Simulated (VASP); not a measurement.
# SiF (P4mm) in VASP: single point with PBE

Aim: the single point of SiF with PBE.

Program: VASP 6.6.1. These are calculated values, not measurements. Logs are shortened: lines on timing, memory, paths and dates and some standing lists are left out, and cuts for length are marked.

## Step 1: The cell of the first run

The structure is tetragonal, space group P4mm (No. 99). Conventional cell: a = 2.511 Å, b = 2.511 Å, c = 4.212 Å, α = 90.00°, β = 90.00°, γ = 90.00°. Within 3.2 Å of Si (site symmetry 4mm) lie 8 F at 2.38 to 3.17 Å and 4 Si at 2.51 Å. Within 3.2 Å of F (site symmetry 4mm) lie 8 Si at 2.38 to 3.17 Å and 4 F at 2.51 Å.

The cell was built from a structure type or drawn by symmetry, and may not be a known phase.

## Step 2: Single point, PBE

Input file INCAR:

```
SYSTEM = SiF
PREC = Accurate
ENCUT = 600
EDIFF = 1E-6
ISMEAR = 0
SIGMA = 0.2
LREAL = .False.
LASPH = .True.
NELM = 120
ALGO = Normal
ISIF = 2
LWAVE = .False.
LCHARG = .False.
GGA = PE
NBANDS = 12
GGA_COMPAT = .False.
```

Input file KPOINTS:

```
regular mesh
0
Gamma
  7 7 5
  0 0 0
```

Input file POSCAR:

```
SiF
1.0
    2.5111825319      0.0000000000      0.0000000000
    0.0000000000      2.5111825319      0.0000000000
    0.0000000000      0.0000000000      4.2121371678
Si F
1 1
Direct
    0.5000000000      0.5000000000      0.8072660823
    0.0000000000      0.0000000000      0.4301684777
```

Potentials or basis: VASP PAW PBE potentials, release 64 (Si, F).

Run with:

```sh
$ cat potpaw_PBE.64/Si/POTCAR potpaw_PBE.64/F/POTCAR > POTCAR
$ mpirun -np 1 vasp_std > vasp.out
```

OUTCAR:

```text
SYSTEM = SiF
   PREC = Accurate
   ENCUT = 600
   EDIFF = 1E-6
   ISMEAR = 0
   LREAL = .False.
   LASPH = .True.
   NELM = 120
   ISIF = 2
   GGA = PE

 ion  position               nearest neighbor table
   1  0.500  0.500  0.807-   2 2.38   2 2.38   2 2.38   2 2.38
   2  0.000  0.000  0.430-   1 2.38   1 2.38   1 2.38   1 2.38

  LATTYP: Found a simple tetragonal cell.
 ALAT       =     2.5111825319
 C/A-ratio  =     1.6773520500

  Lattice vectors:

 A1 = (   2.5111825319,   0.0000000000,   0.0000000000)
 A2 = (   0.0000000000,   2.5111825319,   0.0000000000)
 A3 = (   0.0000000000,   0.0000000000,   4.2121371678)

Analysis of symmetry for initial positions (statically):
=====================================================================
 Subroutine PRICEL returns:
 Original cell was already a primitive cell.

 Routine SETGRP: Setting up the symmetry group for a
 simple tetragonal supercell.

 Subroutine GETGRP returns: Found  8 space group operations
 (whereof  8 operations were pure point group operations)
 out of a pool of 16 trial point group operations.

The static configuration has the point symmetry C_4v.

Analysis of symmetry for dynamics (positions and initial velocities):
=====================================================================
 Subroutine PRICEL returns:
 Original cell was already a primitive cell.

 Routine SETGRP: Setting up the symmetry group for a
 simple tetragonal supercell.

 Subroutine GETGRP returns: Found  8 space group operations
 (whereof  8 operations were pure point group operations)
 out of a pool of 16 trial point group operations.

The dynamic configuration has the point symmetry C_4v.

 Subroutine INISYM returns: Found  8 space group operations
 (whereof  8 operations are pure point group operations),
 and found     1 'primitive' translations

----------------------------------------------------------------------------------------

                                     Primitive cell

  volume of cell :      26.5619

  direct lattice vectors                    reciprocal lattice vectors
     2.511182532  0.000000000  0.000000000     0.398218762  0.000000000  0.000000000
     0.000000000  2.511182532  0.000000000     0.000000000  0.398218762  0.000000000
     0.000000000  0.000000000  4.212137168     0.000000000  0.000000000  0.237409173

  length of vectors
     2.511182532  2.511182532  4.212137168     0.398218762  0.398218762  0.237409173

  position of ions in fractional coordinates (direct lattice)
     0.500000000  0.500000000  0.807266082
     0.000000000  0.000000000  0.430168478

  ion indices of the primitive-cell ions
   primitive index   ion index
                 1           1
                 2           2

----------------------------------------------------------------------------------------

 KPOINTS: regular mesh

Automatic generation of k-mesh.
 Grid dimensions read from file:
 generate k-points for:    7    7    5

 Generating k-lattice:

  Cartesian coordinates                     Fractional coordinates (reciprocal lattice)
     0.056888395  0.000000000  0.000000000     0.142857143  0.000000000  0.000000000
     0.000000000  0.056888395  0.000000000     0.000000000  0.142857143  0.000000000
     0.000000000  0.000000000  0.047481835     0.000000000  0.000000000  0.200000000

  Length of vectors
     0.056888395  0.056888395  0.047481835

  Shift w.r.t. Gamma in fractional coordinates (k-lattice)
     0.000000000  0.000000000  0.000000000

 Subroutine IBZKPT returns following result:
 ===========================================

 Found     30 irreducible k-points:

 Following reciprocal coordinates:
            Coordinates               Weight
  0.000000  0.000000  0.000000      1.000000
  0.142857  0.000000  0.000000      4.000000
  0.285714  0.000000  0.000000      4.000000
  0.428571  0.000000  0.000000      4.000000
  0.142857  0.142857  0.000000      4.000000
  0.285714  0.142857  0.000000      8.000000
[... 16 lines left out ...]
  0.285714  0.000000  0.400000      8.000000
  0.428571  0.000000  0.400000      8.000000
 [... further k-points ...]
   k-points           NKPTS =     30   k-points in BZ     NKDIM =     30   number of bands    NBANDS=     12
   number of dos      NEDOS =    301   number of ions     NIONS =      2
   total plane-waves  NPLWV =  14400
   dimension x,y,z NGX =    20 NGY =   20 NGZ =   36
   dimension x,y,z NGXF=    40 NGYF=   40 NGZF=   72
   ions per type =               1   1
   NGX,Y,Z   is equivalent  to a cutoff of  13.24, 13.24, 14.21 a.u.
   NGXF,Y,Z  is equivalent  to a cutoff of  26.48, 26.48, 28.42 a.u.
 SYSTEM =  SiF
   PREC   = accura    normal or accurate (medium, high low for compatibility)
   ISTART =      0    job   : 0-new  1-cont  2-samecut
   ICHARG =      2    charge: 1-file 2-atom 10-const
   ISPIN  =      1    spin polarized calculation?
   LNONCOLLINEAR =      F non collinear calculations
   LSORBIT =      F    spin-orbit coupling
   LASPH  =      T    aspherical Exc in radial PAW
   ENCUT  =  600.0 eV  44.10 Ry    6.64 a.u.   5.02  5.02  8.41*2*pi/ulx,y,z
   NELM   =    120;   NELMIN=  2; NELMDL= -5     # of ELM steps
   EDIFF  = 0.1E-05   stopping-criterion for ELM
   LREAL  =      F    real-space projection
   EDIFFG = 0.1E-04   stopping-criterion for IOM
   NSW    =      0    number of steps for IOM
   IBRION =     -1    ionic relax: 0-MD 1-quasi-New 2-CG
   NFREE  =      0    steps in history (QN), initial steepest desc. (CG)
   ISIF   =      2    stress and relaxation
   ISYM   =      2    0-nonsym 1-usesym 2-fastsym
   POTIM  = 0.5000    time-step for ionic-motion
   TEBEG  =    0.0;   TEEND  =   0.0 temperature during run
   PSTRESS=    0.0 pullay stress
   NELECT =      11.0000    total number of electrons
   NUPDOWN=      -1.0000    fix difference up-down
   EMIN   =  10.00;   EMAX   =-10.00  energy-range for DOS
   EFERMI =   0.00;   METHOD = LEGACY
   ISMEAR =     0;   SIGMA  =   0.20  broadening in eV -4-tet -1-fermi 0-gaus
   EFERMI_NEDOS =   21; number of points for ismear=-14 and -15
   IALGO  =     38    algorithm
   IMIX   =      4    mixing-type and parameters
     AMIX     =   0.40;   BMIX     =  1.00
     AMIX_MAG =   1.60;   BMIX_MAG =  1.00
  volume/ion in A,a.u.               =      13.28        89.62
  Fermi-wavevector in a.u.,A,eV,Ry     =   1.220261  2.305959 20.259574  1.489037
  Thomas-Fermi vector in A             =   2.355484
   LORBIT       =      0    0 simple, 1 ext, 2 COOP (PROOUT), +10 PAW based schemes
   GGA     = PE    functional components
   LHFCALC =     F    Hartree Fock is set to
   AEXX    =    0.0000 exact exchange contribution
   IVDW    =     0    specifies the selected vdW correction
   LEPSILON=     F    determine dielectric tensor
   LRPA    =     F    only Hartree local field effects (RPA)
 non-spin polarized calculation
 Gauss-broadening in eV      SIGMA  =   0.20
  energy-cutoff  :      600.00
  volume of cell :       26.56
 maximum number of plane-waves:       897
   NGX = 11   NGY = 11   NGZ = 17

 number of electron      11.0000009 magnetization

 Free energy of the ion-electron system (eV)
  ---------------------------------------------------
  ext. energy  EPLUGINS =         0.00000000
  ---------------------------------------------------
  free energy    TOTEN  =        -8.61533827 eV

  energy without entropy =       -8.61247432  energy(sigma->0) =       -8.61390630

 E-fermi :   5.5583     XC(G=0): -10.2197

 val. band max:        5.3870021748   @ k =   0.4286   0.4286   0.0000
 cond. band min:       5.7227262473   @ k =   0.1429   0.0000   0.4000
 fundamental gap:      0.3357240725
 Fermi energy:         5.5582966479

 k-point     1 :       0.0000    0.0000    0.0000
  band No.  band energies     occupation
      1     -18.4604      2.00000
      2      -5.3495      2.00000
      3      -0.5799      2.00000
      4       2.0040      2.00000
      5       2.0040      2.00000
      6       7.4171      0.00000
      7      12.1851      0.00000
      8      13.6823      0.00000
      9      15.0386      0.00000
     10      15.0386      0.00000
     11      22.2030      0.00000
     12      24.1532      0.00000

 k-point     2 :       0.1429    0.0000    0.0000
  band No.  band energies     occupation
      1     -18.3381      2.00000
      2      -5.0046      2.00000
      3      -0.3476      2.00000
      4       1.2845      2.00000
      5       2.0710      2.00000
      6       7.6461      0.00000
      7      10.1846      0.00000
      8      12.7690      0.00000
      9      15.3534      0.00000
     10      17.6368      0.00000
     11      20.8013      0.00000
     12      24.0065      0.00000

 k-point     3 :       0.2857    0.0000    0.0000
  band No.  band energies     occupation
      1     -18.0485      2.00000
      2      -4.1040      2.00000
      3      -0.2425      2.00000
      4       0.5393      2.00000
      5       2.2251      2.00000
      6       6.2907      0.00000
      7       8.0452      0.00000
      8      14.0633      0.00000
      9      16.2669      0.00000
     10      16.9103      0.00000
     11      20.2270      0.00000
     12      24.1235      0.00000

 k-point     4 :       0.4286    0.0000    0.0000
  band No.  band energies     occupation
      1     -17.7994      2.00000
      2      -3.3028      2.00000
      3      -0.6890      2.00000
      4       1.3818      2.00000
      5       2.3523      2.00000
      6       3.2250      2.00000
      7       8.1944      0.00000
      8      14.7112      0.00000
      9      15.6888      0.00000
     10      17.5109      0.00000
     11      21.3997      0.00000
     12      21.9773      0.00000

 k-point     5 :       0.1429    0.1429    0.0000
  band No.  band energies     occupation
      1     -18.2199      2.00000
      2      -4.6593      2.00000
      3      -0.1291      2.00000
      4       1.3721      2.00000
      5       1.4246      2.00000
      6       7.8372      0.00000
      7       9.6673      0.00000
      8      11.7766      0.00000
      9      14.4912      0.00000
     10      20.4424      0.00000
     11      20.8967      0.00000
     12      21.5960      0.00000
[... 228 lines left out ...]
      1     -18.4293      2.00000
      2      -6.0524      2.00000
      3       1.4933      2.00000
      4       2.0167      2.00000
      5       2.0167      2.00000
      6       4.9763      1.99996
      7      13.8075      0.00000
      8      14.8703      0.00000
      9      14.8703      0.00000
     10      14.8865      0.00000
     11      20.2078      0.00000
     12      24.4501      0.00000

 k-point    22 :       0.1429    0.0000    0.4000
  band No.  band energies     occupation
      1     -18.3102      2.00000
      2      -5.6496      2.00000
      3       0.9437      2.00000
      4       1.7323      2.00000
      5       2.0827      2.00000
      6       5.7227      0.24495
      7      10.0295      0.00000
      8      15.0843      0.00000
      9      15.2102      0.00000
     10      18.2670      0.00000
     11      20.1567      0.00000
     12      21.1161      0.00000

 k-point    23 :       0.2857    0.0000    0.4000
  band No.  band energies     occupation
      1     -18.0286      2.00000
      2      -4.5053      2.00000
      3      -0.5486      2.00000
      4       1.7869      2.00000
      5       2.2342      2.00000
      6       6.1140      0.00009
      7       7.2671      0.00000
      8      15.9230      0.00000
      9      16.1996      0.00000
     10      16.3502      0.00000
     11      20.6537      0.00000
     12      22.9962      0.00000

 k-point    24 :       0.4286    0.0000    0.4000
  band No.  band energies     occupation
      1     -17.7867      2.00000
      2      -3.0653      2.00000
      3      -1.4313      2.00000
      4       1.0814      2.00000
      5       2.3591      2.00000
      6       4.0710      2.00000
      7       8.8302      0.00000
      8      13.1556      0.00000
      9      17.4332      0.00000
     10      17.5806      0.00000
     11      21.6104      0.00000
     12      21.8079      0.00000

 [... further k-points ...]
[... 5 lines left out ...]
  --------------------------------------------------------------------------------------
  -------------------------------------------------------------------------------------
  Total       -0.0270300     -0.0270300      0.0698559      0.0000000      0.0000000     -0.0000000
  in kB       -1.6304098     -1.6304098      4.2136117      0.0000000      0.0000000     -0.0000000
  external PRESSURE =       0.3175974 kB  Pullay stress =       0.0000000 kB

 VOLUME and BASIS-vectors are now :
 -----------------------------------------------------------------------------
  energy-cutoff  :      600.00
  volume of cell :       26.56
      direct lattice vectors                 reciprocal lattice vectors
     2.511182532  0.000000000  0.000000000     0.398218762  0.000000000  0.000000000
     0.000000000  2.511182532  0.000000000     0.000000000  0.398218762  0.000000000
     0.000000000  0.000000000  4.212137168     0.000000000  0.000000000  0.237409173

 POSITION                                       TOTAL-FORCE (eV/Angst)
 -----------------------------------------------------------------------------------
      1.25559      1.25559      3.40032         0.000000     -0.000000      0.008920
      0.00000      0.00000      1.81193         0.000000      0.000000     -0.008920
 -----------------------------------------------------------------------------------
    total drift:                               -0.000000      0.000000      0.000027

  FREE ENERGIE OF THE ION-ELECTRON SYSTEM (eV)
  ---------------------------------------------------
  free  energy   TOTEN  =        -8.6153382703 eV

  energy  without entropy=       -8.6124743241  energy(sigma->0) =       -8.61390630
```

It took 3.9 s on 1 thread of Intel Xeon 6975P-C (Granite Rapids), shared host; peak memory 0.13 GiB.

Results:

```
Free energy            : -8.6153 eV
Pressure               : 0.0 GPa
Largest force          : 0.009 eV/Å
Band gap on the k mesh : zero (an odd number of electrons rules out a gap without spin polarisation)
```

Forces in eV/Å, atoms in the order of the input:
```
Si   0.000  0.000  0.009
F    0.000  0.000 -0.009
```

Levels at points of the mesh, in eV from the Fermi level:
```
           k point  band 1  band 2  band 3  band 4  band 5  band 6  band 7  band 8  band 9  band 10
(0.00, 0.00, 0.00)  -24.02  -10.91   -6.14   -3.55   -3.55    1.86    6.63    8.12    9.48     9.48
```

Caveat: an odd number of electrons without spin polarisation forces a metal; a magnetic or distorted state may lie lower.
